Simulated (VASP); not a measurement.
The system is Re.

```
CELL_PARAMETERS angstrom
2.53000 0.00000 0.00000
0.00000 2.53000 0.00000
0.00000 0.00000 2.53000
ATOMIC_POSITIONS crystal
Re 0.00000 0.00000 0.00000
```

| Property | Result |
| --- | --- |
| Program | VASP 6.6.1 |
| Task | relaxation of cell and atoms |
| Functional | PBEsol |
| Potentials or basis | VASP PAW PBE potentials, release 64 (Re) |
| Cutoff | 600 eV |
| k mesh | 10 × 10 × 10 |
| Occupations | gaussian, width 0.05 eV |
| Spin | no spin polarisation |

At the start: pressure 6.9 GPa; volume 16.19 Å³/atom.

Task: How do energy, volume and symmetry change on relaxing?

Result: Over 3 steps the energy falls by 7.7 meV/atom and the volume is 16.57 Å³/atom (+2.4 %); space group Pm-3m (No. 221, to 0.05 Å).

The path:
```
step  energy change (eV)  largest force (eV/Å)  pressure (GPa)  volume (Å³)
   1              0.0000                0.0000            6.88        16.19
   2              0.0750                0.0000          -18.75        17.88
   3             -0.0077                0.0000           -0.22        16.57
```

Final structure:
```cif
data_structure
_symmetry_space_group_name_H-M 'P 1'
_symmetry_Int_Tables_number 1
_cell_length_a 2.5497
_cell_length_b 2.5497
_cell_length_c 2.5497
_cell_angle_alpha 90.000
_cell_angle_beta 90.000
_cell_angle_gamma 90.000
_cell_volume 16.57
loop_
_atom_site_label
_atom_site_type_symbol
_atom_site_fract_x
_atom_site_fract_y
_atom_site_fract_z
_atom_site_occupancy
Re1 Re 0.00000 0.00000 0.00000 1
```

Caveat: the PAW data sets were made with another functional, which shifts forces and pressure a little.
